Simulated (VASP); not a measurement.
# SnSe (Fm-3m) in VASP: notebook

SnSe is run at these levels: PBE, BLYP+D3(BJ), revPBE; tasks: single point, relaxation of cell and atoms.

Everything below comes from runs of VASP 6.6.1. Logs are shortened: lines on timing, memory, paths and dates and some standing lists are left out, and cuts for length are marked.

### 1 The cell of the first run

It takes space group Fm-3m (No. 225, cubic). Conventional cell: a = 6.020 Å, b = 6.020 Å, c = 6.020 Å, α = 90.00°, β = 90.00°, γ = 90.00°. Sn (site symmetry m-3m) has 6 Se at 3.01 Å within 4.0 Å. Within 4.0 Å of Se (site symmetry m-3m) lie 6 Sn at 3.01 Å.

### 2 Single point, PBE

Input file INCAR:

```
PREC = Accurate
ENCUT = 520
EDIFF = 1E-6
ISMEAR = 0
SIGMA = 0.023
LREAL = False
LASPH = True
NELM = 60
ALGO = Normal
ISIF = 2
LWAVE = False
LCHARG = False
GGA = PE
NBANDS = 17
```

Input file KPOINTS:

```
Automatic mesh
0
Gamma
  8 8 8
```

Input file POSCAR:

```
SnSe
1.0
    0.0000000000      3.0100000000      3.0100000000
    3.0100000000      0.0000000000      3.0100000000
    3.0100000000      3.0100000000      0.0000000000
Sn Se
1 1
Direct
    0.0000000000      0.0000000000      0.0000000000
    0.5000000000      0.5000000000      0.5000000000
```

Potentials or basis: VASP PAW PBE potentials, release 64 (Sn_d, Se).

Started as:

```sh
$ cat potpaw_PBE.64/Sn_d/POTCAR potpaw_PBE.64/Se/POTCAR > POTCAR
$ mpirun -np 1 vasp_std > vasp.out
```

OUTCAR:

```text
PREC = Accurate
   ENCUT = 520
   EDIFF = 1E-6
   ISMEAR = 0
   LREAL = False
   LASPH = True
   NELM = 60
   ISIF = 2
   GGA = PE

 ion  position               nearest neighbor table
   1  0.000  0.000  0.000-   2 3.01   2 3.01   2 3.01   2 3.01   2 3.01   2 3.01
   2  0.500  0.500  0.500-   1 3.01   1 3.01   1 3.01   1 3.01   1 3.01   1 3.01

  LATTYP: Found a face centered cubic cell.
 ALAT       =     6.0200000000

  Lattice vectors:

 A1 = (   0.0000000000,   3.0100000000,   3.0100000000)
 A2 = (   3.0100000000,   0.0000000000,   3.0100000000)
 A3 = (   3.0100000000,   3.0100000000,   0.0000000000)

Analysis of symmetry for initial positions (statically):
=====================================================================
 Subroutine PRICEL returns:
 Original cell was already a primitive cell.

 Routine SETGRP: Setting up the symmetry group for a
 face centered cubic supercell.

 Subroutine GETGRP returns: Found 48 space group operations
[... 9 lines left out ...]

 Routine SETGRP: Setting up the symmetry group for a
 face centered cubic supercell.

 Subroutine GETGRP returns: Found 48 space group operations
[... 11 lines left out ...]
                                     Primitive cell

  volume of cell :      54.5418

  direct lattice vectors                    reciprocal lattice vectors
     0.000000000  3.010000000  3.010000000    -0.166112957  0.166112957  0.166112957
     3.010000000  0.000000000  3.010000000     0.166112957 -0.166112957  0.166112957
     3.010000000  3.010000000  0.000000000     0.166112957  0.166112957 -0.166112957

  length of vectors
     4.256782823  4.256782823  4.256782823     0.287716081  0.287716081  0.287716081

  position of ions in fractional coordinates (direct lattice)
     0.000000000  0.000000000  0.000000000
     0.500000000  0.500000000  0.500000000

  ion indices of the primitive-cell ions
   primitive index   ion index
                 1           1
                 2           2

----------------------------------------------------------------------------------------

 KPOINTS: Automatic mesh

Automatic generation of k-mesh.
 Grid dimensions read from file:
 generate k-points for:    8    8    8

 Generating k-lattice:

  Cartesian coordinates                     Fractional coordinates (reciprocal lattice)
    -0.020764120  0.020764120  0.020764120     0.125000000  0.000000000  0.000000000
     0.020764120 -0.020764120  0.020764120     0.000000000  0.125000000  0.000000000
     0.020764120  0.020764120 -0.020764120     0.000000000  0.000000000  0.125000000

  Length of vectors
     0.035964510  0.035964510  0.035964510

  Shift w.r.t. Gamma in fractional coordinates (k-lattice)
     0.000000000  0.000000000  0.000000000

 Subroutine IBZKPT returns following result:
 ===========================================

 Found     29 irreducible k-points:

 Following reciprocal coordinates:
            Coordinates               Weight
  0.000000  0.000000  0.000000      1.000000
  0.125000  0.000000  0.000000      8.000000
  0.250000  0.000000  0.000000      8.000000
  0.375000  0.000000  0.000000      8.000000
  0.500000  0.000000  0.000000      4.000000
  0.125000  0.125000  0.000000      6.000000
[... 16 lines left out ...]
  0.500000  0.250000  0.125000     48.000000
 -0.375000  0.250000  0.125000     24.000000
 [... further k-points ...]
   k-points           NKPTS =     29   k-points in BZ     NKDIM =     29   number of bands    NBANDS=     17
   number of dos      NEDOS =    301   number of ions     NIONS =      2
   total plane-waves  NPLWV =  32768
   dimension x,y,z NGX =    32 NGY =   32 NGZ =   32
   dimension x,y,z NGXF=    64 NGYF=   64 NGZF=   64
   ions per type =               1   1
   NGX,Y,Z   is equivalent  to a cutoff of  12.50, 12.50, 12.50 a.u.
   NGXF,Y,Z  is equivalent  to a cutoff of  24.99, 24.99, 24.99 a.u.
 SYSTEM =  unknown system
   PREC   = accura    normal or accurate (medium, high low for compatibility)
   ISTART =      0    job   : 0-new  1-cont  2-samecut
   ICHARG =      2    charge: 1-file 2-atom 10-const
   ISPIN  =      1    spin polarized calculation?
   LNONCOLLINEAR =      F non collinear calculations
   LSORBIT =      F    spin-orbit coupling
   LASPH  =      T    aspherical Exc in radial PAW
   ENCUT  =  520.0 eV  38.22 Ry    6.18 a.u.   7.91  7.91  7.91*2*pi/ulx,y,z
   NELM   =     60;   NELMIN=  2; NELMDL= -5     # of ELM steps
   EDIFF  = 0.1E-05   stopping-criterion for ELM
   LREAL  =      F    real-space projection
   EDIFFG = 0.1E-04   stopping-criterion for IOM
   NSW    =      0    number of steps for IOM
   IBRION =     -1    ionic relax: 0-MD 1-quasi-New 2-CG
   NFREE  =      0    steps in history (QN), initial steepest desc. (CG)
   ISIF   =      2    stress and relaxation
   ISYM   =      2    0-nonsym 1-usesym 2-fastsym
   POTIM  = 0.5000    time-step for ionic-motion
   TEBEG  =    0.0;   TEEND  =   0.0 temperature during run
   PSTRESS=    0.0 pullay stress
   NELECT =      20.0000    total number of electrons
   NUPDOWN=      -1.0000    fix difference up-down
   EMIN   =  10.00;   EMAX   =-10.00  energy-range for DOS
   EFERMI =   0.00;   METHOD = LEGACY
   ISMEAR =     0;   SIGMA  =   0.02  broadening in eV -4-tet -1-fermi 0-gaus
   EFERMI_NEDOS =   21; number of points for ismear=-14 and -15
   IALGO  =     38    algorithm
   IMIX   =      4    mixing-type and parameters
     AMIX     =   0.40;   BMIX     =  1.00
     AMIX_MAG =   1.60;   BMIX_MAG =  1.00
  volume/ion in A,a.u.               =      27.27       184.03
  Fermi-wavevector in a.u.,A,eV,Ry     =   1.171768  2.214321 18.681350  1.373040
  Thomas-Fermi vector in A             =   2.308207
   LORBIT       =      0    0 simple, 1 ext, 2 COOP (PROOUT), +10 PAW based schemes
   GGA     = PE    functional components
   LHFCALC =     F    Hartree Fock is set to
   AEXX    =    0.0000 exact exchange contribution
   IVDW    =     0    specifies the selected vdW correction
   LEPSILON=     F    determine dielectric tensor
   LRPA    =     F    only Hartree local field effects (RPA)
 non-spin polarized calculation
 Gauss-broadening in eV      SIGMA  =   0.02
  energy-cutoff  :      520.00
  volume of cell :       54.54
 maximum number of plane-waves:      1480
   NGX = 15   NGY = 15   NGZ = 15

 number of electron      20.0000005 magnetization

 Free energy of the ion-electron system (eV)
  ---------------------------------------------------
  ext. energy  EPLUGINS =         0.00000000
  ---------------------------------------------------
  free energy    TOTEN  =        -8.21894584 eV

  energy without entropy =       -8.21894584  energy(sigma->0) =       -8.21894584

 E-fermi :   5.7195     XC(G=0):  -9.5996

 val. band max:        5.5840840107   @ k =   0.5000   0.0000   0.0000
 cond. band min:       6.1660539038   @ k =   0.5000   0.0000   0.0000
 fundamental gap:      0.5819698932
 Fermi energy:         5.7194813626

 k-point     1 :       0.0000    0.0000    0.0000
  band No.  band energies     occupation
      1     -16.0186      2.00000
      2     -16.0186      2.00000
      3     -16.0186      2.00000
      4     -16.0164      2.00000
      5     -16.0164      2.00000
      6      -8.2797      2.00000
[... 9 lines left out ...]
     16      11.4535      0.00000
     17      13.7427      0.00000

 k-point     2 :       0.1250    0.0000    0.0000
  band No.  band energies     occupation
      1     -16.0183      2.00000
      2     -16.0183      2.00000
      3     -16.0182      2.00000
      4     -16.0159      2.00000
      5     -16.0159      2.00000
      6      -8.1706      2.00000
[... 9 lines left out ...]
     16      11.8227      0.00000
     17      14.7670      0.00000

 k-point     3 :       0.2500    0.0000    0.0000
  band No.  band energies     occupation
      1     -16.0209      2.00000
      2     -16.0209      2.00000
      3     -16.0173      2.00000
      4     -16.0117      2.00000
      5     -16.0117      2.00000
      6      -7.8769      2.00000
[... 9 lines left out ...]
     16      12.7814      0.00000
     17      16.9212      0.00000

 k-point     4 :       0.3750    0.0000    0.0000
  band No.  band energies     occupation
      1     -16.0236      2.00000
      2     -16.0236      2.00000
      3     -16.0165      2.00000
      4     -16.0072      2.00000
      5     -16.0072      2.00000
      6      -7.5223      2.00000
[... 9 lines left out ...]
     16      14.2552      0.00000
     17      17.0149      0.00000

 k-point     5 :       0.5000    0.0000    0.0000
  band No.  band energies     occupation
      1     -16.0248      2.00000
      2     -16.0248      2.00000
      3     -16.0161      2.00000
      4     -16.0053      2.00000
      5     -16.0053      2.00000
      6      -7.3485      2.00000
[... 9 lines left out ...]
     16      15.7924      0.00000
     17      15.7924      0.00000

 k-point     6 :       0.1250    0.1250    0.0000
  band No.  band energies     occupation
      1     -16.0195      2.00000
      2     -16.0193      2.00000
      3     -16.0161      2.00000
      4     -16.0161      2.00000
      5     -16.0153      2.00000
      6      -8.1342      2.00000
[... 9 lines left out ...]
     16      12.4880      0.00000
     17      13.9440      0.00000
[... 281 lines left out ...]
 k-point    21 :       0.5000    0.5000    0.0000
  band No.  band energies     occupation
      1     -16.0446      2.00000
      2     -16.0251      2.00000
      3     -16.0089      2.00000
      4     -16.0011      2.00000
      5     -16.0011      2.00000
      6      -7.0722      2.00000
[... 9 lines left out ...]
     16      17.2121      0.00000
     17      18.2041      0.00000

 k-point    22 :       0.3750    0.2500    0.1250
  band No.  band energies     occupation
      1     -16.0264      2.00000
      2     -16.0191      2.00000
      3     -16.0172      2.00000
      4     -16.0102      2.00000
      5     -16.0080      2.00000
      6      -7.6432      2.00000
[... 9 lines left out ...]
     16      15.0117      0.00000
     17      15.1746      0.00000

 k-point    23 :       0.5000    0.2500    0.1250
  band No.  band energies     occupation
      1     -16.0289      2.00000
      2     -16.0190      2.00000
      3     -16.0162      2.00000
      4     -16.0084      2.00000
      5     -16.0059      2.00000
      6      -7.3433      2.00000
[... 9 lines left out ...]
     16      15.2730      0.00000
     17      16.6693      0.00000

 k-point    24 :      -0.3750    0.2500    0.1250
  band No.  band energies     occupation
      1     -16.0299      2.00000
      2     -16.0200      2.00000
      3     -16.0134      2.00000
      4     -16.0097      2.00000
      5     -16.0046      2.00000
      6      -7.2023      2.00000
[... 9 lines left out ...]
     16      16.3816      0.00000
     17      16.4645      0.00000

 [... further k-points ...]
[... 5 lines left out ...]
  --------------------------------------------------------------------------------------
  -------------------------------------------------------------------------------------
  Total        0.3089667      0.3089667      0.3089667      0.0000000      0.0000000     -0.0000000
  in kB        9.0759639      9.0759639      9.0759639      0.0000000      0.0000000     -0.0000000
  external PRESSURE =       9.0759639 kB  Pullay stress =       0.0000000 kB

 VOLUME and BASIS-vectors are now :
 -----------------------------------------------------------------------------
  energy-cutoff  :      520.00
  volume of cell :       54.54
      direct lattice vectors                 reciprocal lattice vectors
     0.000000000  3.010000000  3.010000000    -0.166112957  0.166112957  0.166112957
     3.010000000  0.000000000  3.010000000     0.166112957 -0.166112957  0.166112957
     3.010000000  3.010000000  0.000000000     0.166112957  0.166112957 -0.166112957

 POSITION                                       TOTAL-FORCE (eV/Angst)
 -----------------------------------------------------------------------------------
      0.00000      0.00000      0.00000         0.000000     -0.000000     -0.000000
      3.01000      3.01000      3.01000        -0.000000      0.000000      0.000000
 -----------------------------------------------------------------------------------
    total drift:                                0.000000     -0.000000     -0.000000

  FREE ENERGIE OF THE ION-ELECTRON SYSTEM (eV)
  ---------------------------------------------------
  free  energy   TOTEN  =        -8.2189458417 eV

  energy  without entropy=       -8.2189458417  energy(sigma->0) =       -8.21894584
```

Wall time 31 s (1 thread of Intel Xeon 8259CL, shared host); peak memory 0.19 GiB.

Results:

| Quantity | Value |
| --- | --- |
| Free energy | -8.2189 eV |
| Pressure | 0.9 GPa |
| Band gap on the k mesh | 0.58 eV, direct |

Caveat: spin-orbit coupling is left out, which moves the levels of the heavy elements. A k mesh can miss the band edges.

### 3 Single point, BLYP+D3(BJ)

This run uses another cell than the first one, of 27.20 Å³/atom, 0.997 times its volume.

Input file INCAR:

```
AGGAC = 1.0
AGGAX = 1.0
ALDAC = 0.0
ALDAX = 1.0
ALGO = Normal
EDIFF = 1E-6
ENCUT = 520
GGA = B5
ISIF = 2
ISMEAR = -1
IVDW = 12
LASPH = T
LCHARG = T
LELF = T
LREAL = F
LVHAR = T
LWAVE = F
NBANDS = 17
NELM = 100
PREC = Accurate
SIGMA = 0.05
VDW_A1 = 0.4298
VDW_A2 = 4.2359
VDW_S6 = 1.0
VDW_S8 = 2.6996
```

Input file KPOINTS:

```
k-points
0
Gamma
  8 8 8
```

Input file POSCAR:

```
SnSe
1.0
    0.0000000000      3.0072332871      3.0072332871
    3.0072332871      0.0000000000      3.0072332871
    3.0072332871      3.0072332871      0.0000000000
Sn Se
1 1
Direct
    0.0000000000      0.0000000000      0.0000000000
    0.5000000000      0.5000000000      0.5000000000
```

Potentials or basis: VASP PAW PBE potentials, release 64 (Sn_d, Se).

Started as:

```sh
$ cat potpaw_PBE.64/Sn_d/POTCAR potpaw_PBE.64/Se/POTCAR > POTCAR
$ mpirun -np 1 vasp_std > vasp.out
```

Wall time 55 s (1 thread of Intel Xeon 8259CL, shared host); peak memory 0.19 GiB.

It converged, with:

```
Free energy                : -8.6252 eV
Pressure                   : 0.1 GPa
Band gap on the k mesh     : 0.41 eV, direct
Dispersion energy per atom : -0.820 eV
```

Levels at points of the mesh, in eV from the valence-band top:
```csv
k point,band 7,band 8,band 9,band 10,band 11,band 12,band 13,band 14
"(0.00, 0.00, 0.00)",-5.28,-2.31,-2.31,-2.31,4.12,4.12,4.12,5.99
"(0.50, 0.00, 0.00)",-8.21,-2.03,-2.03,0.00,0.41,1.13,1.13,8.48
"(0.50, 0.50, 0.00)",-6.25,-5.49,-3.72,-3.72,3.24,5.15,5.15,5.84
```

Caveat: the PAW data sets were made with another functional, which shifts forces and pressure a little; spin-orbit coupling is left out, which moves the levels of the heavy elements.

### 4 Single point, revPBE

This run uses another cell than the first one, of 28.49 Å³/atom, 1.045 times its volume.

Input file INCAR:

```
SYSTEM = SnSe
ALGO     = Normal         ! electronic algorithm
EDIFF    = 1E-6           ! SCF threshold, eV
ENCUT    = 520            ! plane-wave cutoff, eV
GGA      = RE             ! functional
ISIF     = 2              ! what is computed and relaxed
ISMEAR   = -1             ! smearing method
LASPH    = .True.         ! aspherical terms in the spheres
LCHARG   = .True.         ! write CHGCAR
LELF     = .True.         ! ELF
LREAL    = .False.        ! projectors in reciprocal space
LVHAR    = .True.       
LWAVE    = .False.        ! write WAVECAR
NBANDS   = 17             ! bands
NELM     = 80             ! most SCF steps
PREC     = Accurate       ! precision mode
SIGMA    = 0.05           ! smearing width, eV
```

Input file KPOINTS:

```
k-points
0
Gamma
  8 8 8
  0 0 0
```

Input file POSCAR:

```
SnSe
1.0
    0.0000000000      3.0541491557      3.0541491557
    3.0541491557      0.0000000000      3.0541491557
    3.0541491557      3.0541491557      0.0000000000
Sn Se
1 1
Direct
    0.0000000000      0.0000000000      0.0000000000
    0.5000000000      0.5000000000      0.5000000000
```

Potentials or basis: VASP PAW PBE potentials, release 64 (Sn_d, Se).

Started as:

```sh
$ cat potpaw_PBE.64/Sn_d/POTCAR potpaw_PBE.64/Se/POTCAR > POTCAR
$ mpirun -np 1 vasp_std > vasp.out
```

OUTCAR:

```text
SYSTEM = SnSe
   EDIFF = 1E-6
   ENCUT = 520
   GGA = RE
   ISIF = 2
   ISMEAR = -1
   LASPH = .True.
   LREAL = .False.
   NELM = 80
   PREC = Accurate

 ion  position               nearest neighbor table
   1  0.000  0.000  0.000-   2 3.05   2 3.05   2 3.05   2 3.05   2 3.05   2 3.05
   2  0.500  0.500  0.500-   1 3.05   1 3.05   1 3.05   1 3.05   1 3.05   1 3.05

  LATTYP: Found a face centered cubic cell.
 ALAT       =     6.1082983114

  Lattice vectors:

 A1 = (   0.0000000000,   3.0541491557,   3.0541491557)
 A2 = (   3.0541491557,   0.0000000000,   3.0541491557)
[... 648 lines left out ...]
      5     -16.4672      2.00000
      6      -7.3987      2.00000
[... 9 lines left out ...]
     16      15.8923      0.00000
     17      15.9871      0.00000

 [... further k-points ...]
[... 5 lines left out ...]
  --------------------------------------------------------------------------------------
  -------------------------------------------------------------------------------------
  Total       -0.0251106     -0.0251106     -0.0251106     -0.0000000      0.0000000      0.0000000
  in kB       -0.7061021     -0.7061021     -0.7061021     -0.0000000      0.0000000      0.0000000
  external PRESSURE =      -0.7061021 kB  Pullay stress =       0.0000000 kB

 VOLUME and BASIS-vectors are now :
 -----------------------------------------------------------------------------
  energy-cutoff  :      520.00
  volume of cell :       56.98
      direct lattice vectors                 reciprocal lattice vectors
     0.000000000  3.054149156  3.054149156    -0.163711716  0.163711716  0.163711716
     3.054149156  0.000000000  3.054149156     0.163711716 -0.163711716  0.163711716
     3.054149156  3.054149156  0.000000000     0.163711716  0.163711716 -0.163711716

 POSITION                                       TOTAL-FORCE (eV/Angst)
 -----------------------------------------------------------------------------------
      0.00000      0.00000      0.00000         0.000000     -0.000000     -0.000000
      3.05415      3.05415      3.05415        -0.000000      0.000000      0.000000
 -----------------------------------------------------------------------------------
    total drift:                                0.000000     -0.000000     -0.000000

  FREE ENERGIE OF THE ION-ELECTRON SYSTEM (eV)
  ---------------------------------------------------
  free  energy   TOTEN  =        -7.6198166818 eV

  energy  without entropy=       -7.6196249620  energy(sigma->0) =       -7.61972082
```

Run time: 36 s. Hardware: 1 thread of Intel Xeon 8259CL, shared host; peak memory 0.19 GiB.

Results:

```yaml
Free_energy: -7.6198 eV
Pressure: -0.1 GPa
Band_gap_on_the_k_mesh: 0.37 eV, direct
```

Caveat: the PAW data sets were made with another functional, which shifts forces and pressure a little; spin-orbit coupling is left out, which moves the levels of the heavy elements. A k mesh can miss the band edges.

[end of part 1 of 2]
